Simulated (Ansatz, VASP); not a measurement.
**Ti in VASP and in Ansatz**

Contents of INCAR:

```
PREC = Accurate ; ENCUT = 520
EDIFF = 1E-6 ; ISMEAR = -1
SIGMA = 0.05 ; LREAL = F
LASPH = T ; NELM = 150
ALGO = Normal ; ISIF = 2
LWAVE = F ; LCHARG = F
ISPIN = 2 ; MAGMOM = 1 1
LORBIT = 11 ; LMAXMIX = 4
NBANDS = 23
```

File KPOINTS:

```
regular mesh
0
Gamma
  21 21 12
```

File POSCAR:

```
Ti
1.0
    2.7436067191      0.0000000000      0.0000000000
   -1.3718033595      2.3760331167      0.0000000000
    0.0000000000      0.0000000000      4.3502973115
Ti
2
Direct
    0.3333333333      0.6666666667      0.2500000000
    0.6666666667      0.3333333333      0.7500000000
```

Input for Ansatz:

```yaml
crystal:
  lattice:
    - [2.7436067191, 0.0, 0.0]
    - [-1.3718033595, 2.3760331167, 0.0]
    - [0.0, 0.0, 4.3502973115]
  atoms:
    - { symbol: Ti, position: [0.3333333333, 0.6666666667, 0.25], spin: 1.0 }
    - { symbol: Ti, position: [0.6666666667, 0.3333333333, 0.75], spin: 1.0 }
hamiltonian:
  xc: lda
  pseudopotentials:
    kind: paw
    azcp:
      Ti: "pseudopotentials/Ti.paw.azcp"
basis:
  ecutwfc: 420
  fft_grid_basis: typed
kpoints:
  mp_grid: { grid: [21, 21, 12], shift: [0, 0, 0] }
magnetization:
  spin_polarized: true
scf:
  occupations: { method: fermi_dirac, width: 0.05 }
output:
  stress: true
```

Alike in both runs: task single point; functional LDA; k mesh 21 × 21 × 12; occupations fermi-dirac, width 0.05 eV; collinear spin.

|  | VASP | Ansatz |
| --- | --- | --- |
| version | VASP 6.6.1 | Ansatz 0.2.0 |
| potentials or method | VASP PAW LDA potentials, release 64 (Ti_sv), cutoff 520 eV | plane waves (420 eV) with PAW, scalar-relativistic |
| valence electrons in the cell | 24 | 24 |

Ansatz gave:

- pressure (GPa): 20.0
- traceless stress, the component that is largest in VASP (GPa): 0.55
- net moment per atom (μB): 0.00

Estimate VASP's values.

pressure (GPa): 19.7; traceless stress, the component that is largest in VASP (GPa): 0.59; net moment per atom (μB): 0.00.

Ansatz warns that its potentials were made for another functional, while VASP's fit it. LDA's correlation is that of Perdew and Zunger in VASP and of Perdew and Wang (1992) in Ansatz. Ansatz's warnings: seeded moment not kept.
